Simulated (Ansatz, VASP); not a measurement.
## InAu2 in VASP and in Ansatz

```xyz
3
Lattice="0.0000 3.2454 3.2454 3.2454 0.0000 3.2454 3.2454 3.2454 0.0000" Properties=species:S:1:pos:R:3 pbc="T T T"
In    0.0000    0.0000    0.0000
Au    1.6227    1.6227    1.6227
Au    4.8681    4.8681    4.8681
```

Change from the starting cell: species swapped into the Mg2Si type (Fm-3m, No. 225).

Alike in both runs: task relaxation of cell and atoms; functional PBE; k mesh 12 × 12 × 12; occupations gaussian, width 0.1 eV; no spin polarisation.

|  | VASP | Ansatz |
| --- | --- | --- |
| version | VASP 6.6.1 | Ansatz 0.2.0 |
| potentials or method | VASP PAW PBE potentials, release 64 (In_d, Au), cutoff 600 eV | scalar-relativistic, plane waves, PAW |
| valence electrons in the cell | 35 | 51 |

|  | VASP | Ansatz | Ansatz less VASP |
| --- | --- | --- | --- |
| gap on the k mesh at the Fermi level, each at its own relaxed structure (eV) | none | none | - |
| relaxed volume (Å³/atom) | 22.72 | 22.72 | -0.004 |
| relaxed cell length with the largest relative difference (Å) | 4.585 | 4.585 | -0.0003 |

A gap of «none» marks a metal or a gap that the smearing closes. VASP's potentials hold 35 valence electrons a cell and Ansatz's 51, so a difference there can come from the potentials and not from the codes.

Spin-orbit coupling is off throughout.
